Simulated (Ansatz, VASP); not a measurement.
**TiAl3 in VASP and in Ansatz**

POSCAR

```
TiAl3
1.0
    3.9818685118      0.0000000000      0.0000000000
    0.0000000000      3.9818685118      0.0000000000
    0.0000000000      0.0000000000      3.9818685118
Ti Al
1 3
Direct
    0.0000000000      0.0000000000      0.0000000000
    0.0000000000      0.5000000000      0.5000000000
    0.5000000000      0.0000000000      0.5000000000
    0.5000000000      0.5000000000      0.0000000000
```

The input INCAR.step1:

```
SYSTEM = TiAl3
  ALGO = Normal
  EDIFF = 1E-4
  ENCUT = 520
  GGA = PE
  ISMEAR = -1
  LASPH = .TRUE.
  LCHARG = .FALSE.
  LREAL = .FALSE.
  LWAVE = .TRUE.
  NBANDS = 18
  NELM = 60
  PREC = Accurate
  SIGMA = 0.05
```

File INCAR.step2:

```
SYSTEM = TiAl3
  ALGO = Normal
  EDIFF = 1E-6
  ENCUT = 520
  ISIF = 2
  ISMEAR = -1
  ISTART = 1
  LASPH = .TRUE.
  LCHARG = .FALSE.
  LMIXTAU = .TRUE.
  LREAL = .FALSE.
  LWAVE = .FALSE.
  METAGGA = R2SCAN
  NBANDS = 18
  NELM = 60
  PREC = Accurate
  SIGMA = 0.05
```

The input KPOINTS:

```
k-points
0
G
  7 7 7
  0 0 0
```

Contents of input.yaml:

```yaml
crystal:
  lattice:
    - [3.9818685118, 0.0, 0.0]
    - [0.0, 3.9818685118, 0.0]
    - [0.0, 0.0, 3.9818685118]
  atoms:
    - { symbol: Ti, position: [0.0, 0.0, 0.0] }
    - { symbol: Al, position: [0.0, 0.5, 0.5] }
    - { symbol: Al, position: [0.5, 0.0, 0.5] }
    - { symbol: Al, position: [0.5, 0.5, 0.0] }
hamiltonian:
  xc: r2scan
  pseudopotentials: { kind: paw }
kpoints:
  mp_grid: { grid: [7, 7, 7] }
scf:
  occupations: { method: fermi_dirac, width: 0.05 }
output:
  forces: true
  stress: true
  eigenvalues: true
  write_density: true
  write_potential: true
  elf: true
  volumetric_format: npy
```

Alike in both runs: task single point; functional r2SCAN; k mesh 7 × 7 × 7; occupations fermi-dirac, width 0.05 eV; no spin polarisation.

|  | VASP | Ansatz |
| --- | --- | --- |
| version | VASP 6.6.1 | Ansatz 0.2.0 |
| potentials or method | VASP PAW PBE potentials, release 64 (Ti_sv, Al) | Ansatz PAW |
| plane-wave cutoff (eV) | 520 | 500 |
| valence electrons in the cell | 21 | 21 |

VASP gave:

```
gap on the k mesh at the Fermi level (eV) : none
pressure (GPa)                            : -2.3
```

Problem. What did Ansatz give for the same quantities?

Solution. gap on the k mesh at the Fermi level (eV): none; pressure (GPa): -2.2.

VASP's potentials were made for PBE, not for r2SCAN. A gap of «none» marks a metal or a gap that the smearing closes. With one functional, cell and mesh, what is left measures potentials, basis and numerics.
